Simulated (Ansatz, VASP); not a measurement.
## One calculation of LuScN2, two programs

```
Lu Sc N
1.0
     3.11906    0.00000    0.00000
     0.00000    3.11906    0.00000
     0.00000    0.00000    9.25397
Lu Sc N
1 1 2
Direct
  0.50000 0.50000 0.50000
  0.50000 0.50000 0.00000
  0.00000 0.00000 0.00000
  0.00000 0.00000 0.50000
```

Alike in both runs: functional PBE; k mesh 14 × 14 × 6; occupations gaussian, width 0.1 eV; no spin polarisation.

Ansatz relaxed the structure, and its values are those at the end. VASP's run is a single point on that final structure, the one shown.

|  | VASP | Ansatz |
| --- | --- | --- |
| version | VASP 6.6.1 | Ansatz 0.2.0 |
| potentials or method | VASP PAW PBE potentials, release 64 (Lu, Sc_sv, N), cutoff 520 eV | scalar-relativistic, plane waves, PAW |
| valence electrons in the cell | 46 | 46 |

Ansatz gave:

* gap on the k mesh at the Fermi level (eV): none
* pressure (GPa): 0.0

Question: Which values does VASP return?

Answer: gap on the k mesh at the Fermi level (eV): none; pressure (GPa): 0.5.

A gap of «none» marks a metal or a gap that the smearing closes.

Neither program's run includes spin-orbit coupling.
